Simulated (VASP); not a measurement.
# Br (Cmce) in VASP: notebook

Runs on Br. Level: PBE. Tasks: single point.

Program: VASP 6.6.1. These are calculated values, not measurements. Logs are shortened: lines on timing, memory, paths and dates and some standing lists are left out, and cuts for length are marked.

## Step 1: The cell of the first run

It takes space group Cmce (No. 64, orthorhombic). Conventional cell: a = 6.636 Å, b = 4.582 Å, c = 8.585 Å, α = 90.00°, β = 90.00°, γ = 90.00°. Within 3.0 Å of Br (site symmetry m) lie 1 Br at 2.26 Å.

## Step 2: Single point, PBE

INCAR

```
PREC = Accurate
ENCUT = 520
EDIFF = 1E-6
ISMEAR = -1
SIGMA = 0.05
LREAL = False
LASPH = True
NELM = 100
ALGO = Normal
ISIF = 2
LWAVE = False
LCHARG = False
GGA = PE
NBANDS = 22
```

KPOINTS

```
Automatic mesh
0
Gamma
  6 6 3
```

POSCAR

```
Br
1.0
    3.3177951036     -2.2911603413      0.0000000000
    3.3177951036      2.2911603413      0.0000000000
    0.0000000000      0.0000000000      8.5846869338
Br
4
Direct
    0.3651000000      0.6349000000      0.3901000000
    0.1349000000      0.8651000000      0.8901000000
    0.6349000000      0.3651000000      0.6099000000
    0.8651000000      0.1349000000      0.1099000000
```

Potentials or basis: VASP PAW PBE potentials, release 64 (Br).

On the command line:

```console
cat potpaw_PBE.64/Br/POTCAR > POTCAR
mpirun -np 1 vasp_std > vasp.out
```

OUTCAR:

```text
PREC = Accurate
   ENCUT = 520
   EDIFF = 1E-6
   ISMEAR = -1
   LREAL = False
   LASPH = True
   NELM = 100
   ISIF = 2
   GGA = PE

 ion  position               nearest neighbor table
   1  0.365  0.635  0.390-   3 2.26
   2  0.135  0.865  0.890-   4 2.26
   3  0.635  0.365  0.610-   1 2.26
   4  0.865  0.135  0.110-   2 2.26

  LATTYP: Found a base centered orthorhombic cell.
 ALAT       =     4.5823206826
 B/A-ratio  =     1.4480850789
 C/A-ratio  =     1.8734365245

  Lattice vectors:

 A1 = (  -3.3177951036,  -2.2911603413,   0.0000000000)
 A2 = (   3.3177951036,  -2.2911603413,   0.0000000000)
 A3 = (   0.0000000000,   0.0000000000,   8.5846869338)

Analysis of symmetry for initial positions (statically):
=====================================================================
 Subroutine PRICEL returns:
 Original cell was already a primitive cell.

 Routine SETGRP: Setting up the symmetry group for a
 base centered orthorhombic supercell.

 Subroutine GETGRP returns: Found  8 space group operations
 (whereof  4 operations were pure point group operations)
 out of a pool of  8 trial point group operations.

The static configuration has the point symmetry C_2h.
 The point group associated with its full space group is D_2h.

Analysis of symmetry for dynamics (positions and initial velocities):
=====================================================================
 Subroutine PRICEL returns:
 Original cell was already a primitive cell.

 Routine SETGRP: Setting up the symmetry group for a
 base centered orthorhombic supercell.

 Subroutine GETGRP returns: Found  8 space group operations
 (whereof  4 operations were pure point group operations)
 out of a pool of  8 trial point group operations.

The dynamic configuration has the point symmetry C_2h.
 The point group associated with its full space group is D_2h.

 Subroutine INISYM returns: Found  8 space group operations
 (whereof  4 operations are pure point group operations),
 and found     1 'primitive' translations

----------------------------------------------------------------------------------------

                                     Primitive cell

  volume of cell :     130.5147

  direct lattice vectors                    reciprocal lattice vectors
     3.317795104 -2.291160341  0.000000000     0.150702495 -0.218230034  0.000000000
     3.317795104  2.291160341  0.000000000     0.150702495  0.218230034  0.000000000
     0.000000000  0.000000000  8.584686934     0.000000000  0.000000000  0.116486484

  length of vectors
     4.032019353  4.032019353  8.584686934     0.265208578  0.265208578  0.116486484

  position of ions in fractional coordinates (direct lattice)
     0.365100000  0.634900000  0.390100000
     0.134900000  0.865100000  0.890100000
     0.634900000  0.365100000  0.609900000
     0.865100000  0.134900000  0.109900000

  ion indices of the primitive-cell ions
   primitive index   ion index
                 1           1
                 2           2
                 3           3
                 4           4

----------------------------------------------------------------------------------------

 KPOINTS: Automatic mesh

Automatic generation of k-mesh.
 Grid dimensions read from file:
 generate k-points for:    6    6    3

 Generating k-lattice:

  Cartesian coordinates                     Fractional coordinates (reciprocal lattice)
     0.025117082 -0.036371672  0.000000000     0.166666667  0.000000000  0.000000000
     0.025117082  0.036371672  0.000000000     0.000000000  0.166666667  0.000000000
     0.000000000  0.000000000  0.038828828     0.000000000  0.000000000  0.333333333

  Length of vectors
     0.044201430  0.044201430  0.038828828

  Shift w.r.t. Gamma in fractional coordinates (k-lattice)
     0.000000000  0.000000000  0.000000000

 Subroutine IBZKPT returns following result:
 ===========================================

 Found     26 irreducible k-points:

 Following reciprocal coordinates:
            Coordinates               Weight
  0.000000  0.000000  0.000000      1.000000
  0.166667  0.000000  0.000000      4.000000
  0.333333  0.000000  0.000000      4.000000
  0.500000  0.000000  0.000000      2.000000
  0.166667  0.166667  0.000000      2.000000
  0.333333  0.166667  0.000000      4.000000
[... 16 lines left out ...]
  0.333333  0.333333  0.333333      4.000000
  0.500000  0.333333  0.333333      8.000000
 [... further k-points ...]
   k-points           NKPTS =     26   k-points in BZ     NKDIM =     26   number of bands    NBANDS=     22
   number of dos      NEDOS =    301   number of ions     NIONS =      4
   total plane-waves  NPLWV =  57600
   dimension x,y,z NGX =    30 NGY =   30 NGZ =   64
   dimension x,y,z NGXF=    60 NGYF=   60 NGZF=  128
   ions per type =               4
   NGX,Y,Z   is equivalent  to a cutoff of  12.37, 12.37, 12.39 a.u.
   NGXF,Y,Z  is equivalent  to a cutoff of  24.74, 24.74, 24.79 a.u.
 SYSTEM =  unknown system
   PREC   = accura    normal or accurate (medium, high low for compatibility)
   ISTART =      0    job   : 0-new  1-cont  2-samecut
   ICHARG =      2    charge: 1-file 2-atom 10-const
   ISPIN  =      1    spin polarized calculation?
   LNONCOLLINEAR =      F non collinear calculations
   LSORBIT =      F    spin-orbit coupling
   LASPH  =      T    aspherical Exc in radial PAW
   ENCUT  =  520.0 eV  38.22 Ry    6.18 a.u.   7.50  7.50 15.96*2*pi/ulx,y,z
   NELM   =    100;   NELMIN=  2; NELMDL= -5     # of ELM steps
   EDIFF  = 0.1E-05   stopping-criterion for ELM
   LREAL  =      F    real-space projection
   EDIFFG = 0.1E-04   stopping-criterion for IOM
   NSW    =      0    number of steps for IOM
   IBRION =     -1    ionic relax: 0-MD 1-quasi-New 2-CG
   NFREE  =      0    steps in history (QN), initial steepest desc. (CG)
   ISIF   =      2    stress and relaxation
   ISYM   =      2    0-nonsym 1-usesym 2-fastsym
   POTIM  = 0.5000    time-step for ionic-motion
   TEBEG  =    0.0;   TEEND  =   0.0 temperature during run
   PSTRESS=    0.0 pullay stress
   NELECT =      28.0000    total number of electrons
   NUPDOWN=      -1.0000    fix difference up-down
   EMIN   =  10.00;   EMAX   =-10.00  energy-range for DOS
   EFERMI =   0.00;   METHOD = LEGACY
   ISMEAR =    -1;   SIGMA  =   0.05  broadening in eV -4-tet -1-fermi 0-gaus
   EFERMI_NEDOS =   21; number of points for ismear=-14 and -15
   IALGO  =     38    algorithm
   IMIX   =      4    mixing-type and parameters
     AMIX     =   0.40;   BMIX     =  1.00
     AMIX_MAG =   1.60;   BMIX_MAG =  1.00
  volume/ion in A,a.u.               =      32.63       220.19
  Fermi-wavevector in a.u.,A,eV,Ry     =   0.980034  1.851995 13.067934  0.960466
  Thomas-Fermi vector in A             =   2.110933
   LORBIT       =      0    0 simple, 1 ext, 2 COOP (PROOUT), +10 PAW based schemes
   GGA     = PE    functional components
   LHFCALC =     F    Hartree Fock is set to
   AEXX    =    0.0000 exact exchange contribution
   IVDW    =     0    specifies the selected vdW correction
   LEPSILON=     F    determine dielectric tensor
   LRPA    =     F    only Hartree local field effects (RPA)
 non-spin polarized calculation
  energy-cutoff  :      520.00
  volume of cell :      130.51
 maximum number of plane-waves:      3535
 NGX is ok and might be reduce to    30
   NGX = 15   NGY = 15   NGZ = 31

 number of electron      27.9999986 magnetization

 Free energy of the ion-electron system (eV)
  ---------------------------------------------------
  ext. energy  EPLUGINS =         0.00000000
  ---------------------------------------------------
  free energy    TOTEN  =        -6.28621403 eV

  energy without entropy =       -6.28621403  energy(sigma->0) =       -6.28621403

 E-fermi :   1.0206     XC(G=0):  -8.0348

 val. band max:       -0.0265617761   @ k =   0.5000   0.5000   0.0000
 cond. band min:       2.0114347701   @ k =   0.0000   0.0000   0.0000
 fundamental gap:      2.0379965462
 Fermi energy:         1.0206159639

 k-point     1 :       0.0000    0.0000    0.0000
  band No.  band energies     occupation
      1     -16.1779      2.00000
      2     -15.8387      2.00000
      3     -13.1694      2.00000
      4     -12.4161      2.00000
      5      -5.1190      2.00000
      6      -4.0191      2.00000
[... 14 lines left out ...]
     21       9.1428      0.00000
     22       9.2366      0.00000

 k-point     2 :       0.1667    0.0000    0.0000
  band No.  band energies     occupation
      1     -16.1166      2.00000
      2     -15.8184      2.00000
      3     -13.1203      2.00000
      4     -12.4725      2.00000
      5      -5.1218      2.00000
      6      -4.1541      2.00000
[... 14 lines left out ...]
     21       8.8116      0.00000
     22       9.3979      0.00000

 k-point     3 :       0.3333    0.0000    0.0000
  band No.  band energies     occupation
      1     -15.9719      2.00000
      2     -15.7940      2.00000
      3     -12.9904      2.00000
      4     -12.6226      2.00000
      5      -5.1134      2.00000
      6      -4.5530      2.00000
[... 14 lines left out ...]
     21       9.3354      0.00000
     22      10.1501      0.00000

 k-point     4 :       0.5000    0.0000    0.0000
  band No.  band energies     occupation
      1     -15.8391      2.00000
      2     -15.8391      2.00000
      3     -12.8131      2.00000
      4     -12.8131      2.00000
      5      -4.9551      2.00000
      6      -4.9551      2.00000
[... 14 lines left out ...]
     21      10.3032      0.00000
     22      10.3032      0.00000

 k-point     5 :       0.1667    0.1667    0.0000
  band No.  band energies     occupation
      1     -16.1167      2.00000
      2     -15.7959      2.00000
      3     -13.1192      2.00000
      4     -12.4185      2.00000
      5      -5.0740      2.00000
      6      -4.0880      2.00000
[... 417 lines left out ...]
 k-point    22 :      -0.1667    0.1667    0.3333
  band No.  band energies     occupation
      1     -15.9646      2.00000
      2     -15.8646      2.00000
      3     -12.9203      2.00000
      4     -12.7099      2.00000
      5      -4.9430      2.00000
      6      -4.5693      2.00000
[... 14 lines left out ...]
     21       9.2988      0.00000
     22       9.6149      0.00000

 k-point    23 :       0.3333    0.3333    0.3333
  band No.  band energies     occupation
      1     -15.9269      2.00000
      2     -15.7873      2.00000
      3     -12.8633      2.00000
      4     -12.5683      2.00000
      5      -4.8254      2.00000
      6      -4.4710      2.00000
[... 14 lines left out ...]
     21       9.1151      0.00000
     22       9.6680      0.00000

 k-point    24 :       0.5000    0.3333    0.3333
  band No.  band energies     occupation
      1     -15.8664      2.00000
      2     -15.7542      2.00000
      3     -12.8368      2.00000
      4     -12.6078      2.00000
      5      -4.8220      2.00000
      6      -4.5422      2.00000
[... 14 lines left out ...]
     21       9.1770      0.00000
     22      10.0830      0.00000

 [... further k-points ...]
[... 5 lines left out ...]
  --------------------------------------------------------------------------------------
  -------------------------------------------------------------------------------------
  Total        1.2412171      2.1238967      4.6109227      0.0000000     -0.0000000      0.0000000
  in kB       15.2369773     26.0726080     56.6029313      0.0000000     -0.0000000      0.0000000
  external PRESSURE =      32.6375056 kB  Pullay stress =       0.0000000 kB

 VOLUME and BASIS-vectors are now :
 -----------------------------------------------------------------------------
  energy-cutoff  :      520.00
  volume of cell :      130.51
      direct lattice vectors                 reciprocal lattice vectors
     3.317795104 -2.291160341  0.000000000     0.150702495 -0.218230034  0.000000000
     3.317795104  2.291160341  0.000000000     0.150702495  0.218230034  0.000000000
     0.000000000  0.000000000  8.584686934     0.000000000  0.000000000  0.116486484

 POSITION                                       TOTAL-FORCE (eV/Angst)
 -----------------------------------------------------------------------------------
      3.31780      0.61816      3.34889         0.000000      0.714680     -1.184489
      3.31780      1.67301      7.64123         0.000000     -0.714680     -1.184489
      3.31780     -0.61816      5.23580         0.000000     -0.714680      1.184489
      3.31780     -1.67301      0.94346         0.000000      0.714680      1.184489
 -----------------------------------------------------------------------------------
    total drift:                               -0.000000      0.000000     -0.000000

  FREE ENERGIE OF THE ION-ELECTRON SYSTEM (eV)
  ---------------------------------------------------
  free  energy   TOTEN  =        -6.2862140263 eV

  energy  without entropy=       -6.2862140253  energy(sigma->0) =       -6.28621403
```

Run time: 66 s. Hardware: 1 thread of Intel Xeon 6975P-C, shared host; peak memory 0.24 GiB.

Results:

| Item | Value |
| --- | --- |
| Free energy | -6.2862 eV |
| Pressure | 3.3 GPa |
| Largest force | 1.383 eV/Å |
| Band gap on the k mesh | 2.04 eV, indirect (least direct gap 2.05 eV) |

Forces in eV/Å, atoms in the order of the input:
```
Br   0.000  0.715 -1.184
Br   0.000 -0.715 -1.184
Br   0.000 -0.715  1.184
Br   0.000  0.715  1.184
```

Stress tensor (GPa, compression positive):
```
1.52 0.00 0.00
0.00 2.61 0.00
0.00 0.00 5.66
```

Caveat: forces of over 1 eV/Å act on the atoms, so gaps and moduli don't describe the material at rest.

## Step 3: Single point, PBE

This run uses another cell than the first one, of 33.31 Å³/atom, 1.021 times its volume.

INCAR

```
SYSTEM = Br
PREC = Accurate ; ENCUT = 520
EDIFF = 1E-6 ; ISMEAR = -1
SIGMA = 0.05 ; LREAL = .False.
LASPH = .True. ; NELM = 60
ALGO = Normal ; ISIF = 2
LWAVE = .False. ; LCHARG = .False.
GGA = PE ; NBANDS = 22
```

KPOINTS

```
Automatic mesh
0
Gamma
  6 6 3
  0 0 0
```

POSCAR

```
Br
1.0
    3.3406771722     -2.3069619464      0.0000000000
    3.3406771722      2.3069619464      0.0000000000
    0.0000000000      0.0000000000      8.6438935422
Br
4
Direct
    0.3651000000      0.6349000000      0.3901000000
    0.1349000000      0.8651000000      0.8901000000
    0.6349000000      0.3651000000      0.6099000000
    0.8651000000      0.1349000000      0.1099000000
```

Potentials or basis: VASP PAW PBE potentials, release 64 (Br).

On the command line:

```console
cat potpaw_PBE.64/Br/POTCAR > POTCAR
mpirun -np 1 vasp_std > vasp.out
```

OUTCAR:

```text
SYSTEM = Br
   PREC = Accurate
   ENCUT = 520
   EDIFF = 1E-6
   ISMEAR = -1
   LREAL = .False.
   LASPH = .True.
   NELM = 60
   ISIF = 2
   GGA = PE

 ion  position               nearest neighbor table
   1  0.365  0.635  0.390-   3 2.27
   2  0.135  0.865  0.890-   4 2.27
   3  0.635  0.365  0.610-   1 2.27
   4  0.865  0.135  0.110-   2 2.27

  LATTYP: Found a base centered orthorhombic cell.
 ALAT       =     4.6139238928
 B/A-ratio  =     1.4480850789
 C/A-ratio  =     1.8734365245

  Lattice vectors:

 A1 = (  -3.3406771722,  -2.3069619464,   0.0000000000)
 A2 = (   3.3406771722,  -2.3069619464,   0.0000000000)
 A3 = (   0.0000000000,   0.0000000000,   8.6438935422)

Analysis of symmetry for initial positions (statically):
=====================================================================
 Subroutine PRICEL returns:
 Original cell was already a primitive cell.

 Routine SETGRP: Setting up the symmetry group for a
 base centered orthorhombic supercell.

 Subroutine GETGRP returns: Found  8 space group operations
[... 164 lines left out ...]
  ext. energy  EPLUGINS =         0.00000000
  ---------------------------------------------------
  free energy    TOTEN  =        -6.33527939 eV

  energy without entropy =       -6.33527939  energy(sigma->0) =       -6.33527939

 E-fermi :   0.8173     XC(G=0):  -7.9453

 val. band max:       -0.1962826490   @ k =   0.5000   0.5000   0.0000
 cond. band min:       1.7730683832   @ k =   0.0000   0.0000   0.0000
 fundamental gap:      1.9693510322
 Fermi energy:         0.8173008968

 k-point     1 :       0.0000    0.0000    0.0000
  band No.  band energies     occupation
      1     -16.2225      2.00000
      2     -15.8961      2.00000
      3     -13.3073      2.00000
      4     -12.5986      2.00000
      5      -5.1905      2.00000
      6      -4.1443      2.00000
[... 589 lines left out ...]
     21       9.0055      0.00000
     22       9.8764      0.00000

 [... further k-points ...]
[... 5 lines left out ...]
  --------------------------------------------------------------------------------------
  -------------------------------------------------------------------------------------
  Total        1.1307771      1.5913084      3.5633057      0.0000000     -0.0000000      0.0000000
  in kB       13.5979433     19.1359746     42.8498518      0.0000000     -0.0000000      0.0000000
  external PRESSURE =      25.1945899 kB  Pullay stress =       0.0000000 kB

 VOLUME and BASIS-vectors are now :
 -----------------------------------------------------------------------------
  energy-cutoff  :      520.00
  volume of cell :      133.23
      direct lattice vectors                 reciprocal lattice vectors
     3.340677172 -2.306961946  0.000000000     0.149670254 -0.216735261  0.000000000
     3.340677172  2.306961946  0.000000000     0.149670254  0.216735261  0.000000000
     0.000000000  0.000000000  8.643893542     0.000000000  0.000000000  0.115688607

 POSITION                                       TOTAL-FORCE (eV/Angst)
 -----------------------------------------------------------------------------------
      3.34068      0.62242      3.37198         0.000000      0.563509     -0.971642
      3.34068      1.68454      7.69393         0.000000     -0.563509     -0.971642
      3.34068     -0.62242      5.27191         0.000000     -0.563509      0.971642
      3.34068     -1.68454      0.94996         0.000000      0.563509      0.971642
 -----------------------------------------------------------------------------------
    total drift:                               -0.000000      0.000000      0.000000

  FREE ENERGIE OF THE ION-ELECTRON SYSTEM (eV)
  ---------------------------------------------------
  free  energy   TOTEN  =        -6.3352793948 eV

  energy  without entropy=       -6.3352793929  energy(sigma->0) =       -6.33527939
```

OSZICAR:

```text
N       E                     dE             d eps       ncg     rms          rms(c)
DAV:   1     0.175161990903E+03    0.17516E+03   -0.11523E+04  1144   0.106E+03
DAV:   2     0.660424889004E+01   -0.16856E+03   -0.16391E+03  1598   0.185E+02
DAV:   3    -0.660714654882E+01   -0.13211E+02   -0.13169E+02  1460   0.589E+01
DAV:   4    -0.673927842569E+01   -0.13213E+00   -0.13208E+00  1410   0.703E+00
DAV:   5    -0.674041946351E+01   -0.11410E-02   -0.11410E-02  1434   0.659E-01    0.114E+01
DAV:   6    -0.644380522380E+01    0.29661E+00   -0.20186E-01  1366   0.236E+00    0.746E+00
DAV:   7    -0.634431657728E+01    0.99489E-01   -0.46021E-01  1330   0.351E+00    0.607E-01
DAV:   8    -0.633509205778E+01    0.92245E-02   -0.54453E-02  1258   0.124E+00    0.320E-01
DAV:   9    -0.633516563898E+01   -0.73581E-04   -0.10590E-03  1438   0.194E-01    0.720E-02
DAV:  10    -0.633527609183E+01   -0.11045E-03   -0.13295E-04  1344   0.689E-02    0.612E-02
DAV:  11    -0.633527880997E+01   -0.27181E-05   -0.29211E-05  1426   0.298E-02    0.720E-03
DAV:  12    -0.633527939479E+01   -0.58481E-06   -0.34120E-06  1336   0.101E-02
   1 F= -.63352794E+01 E0= -.63352794E+01  d E =-.186652E-08
```

stdout:

```text
POSCAR found type information on POSCAR Br
 POSCAR found :  1 types and       4 ions
 scaLAPACK will be used
 LDA part: xc-table for (Slater+PW92), standard interpolation
 POSCAR, INCAR and KPOINTS ok, starting setup
 FFT: planning ... GRIDC
 FFT: planning ... GRID_SOFT
 FFT: planning ... GRID
 WAVECAR not read
 entering main loop
```

Wall time 63 s (1 thread of Intel Xeon 6975P-C, shared host); peak memory 0.25 GiB.

What came out:

| Quantity | Value |
| --- | --- |
| Free energy | -6.3353 eV |
| Pressure | 2.5 GPa |
| Largest force | 1.123 eV/Å |
| Band gap on the k mesh | 1.97 eV, indirect (least direct gap 1.99 eV) |

Forces on the atoms (eV/Å):
```
Br   0.000  0.564 -0.972
Br   0.000 -0.564 -0.972
Br   0.000 -0.564  0.972
Br   0.000  0.564  0.972
```

Levels at points of the mesh, in eV from the valence-band top:
| k point | band 12 | band 13 | band 14 | band 15 | band 16 | band 17 |
| --- | --- | --- | --- | --- | --- | --- |
| (0.00, 0.00, 0.00) | -0.35 | -0.06 | -0.02 | 1.97 | 2.73 | 6.02 |
| (0.50, 0.00, 0.00) | -0.81 | -0.23 | -0.23 | 2.64 | 2.64 | 7.13 |
| (0.50, 0.50, 0.00) | -1.16 | -0.39 | 0.00 | 2.02 | 2.39 | 7.29 |

Caveat: forces of over 1 eV/Å act on the atoms, so gaps and moduli don't describe the material at rest. PBE gaps usually lie below the measured ones, often by a third to a half.

(Continued in part 2 of 2.)
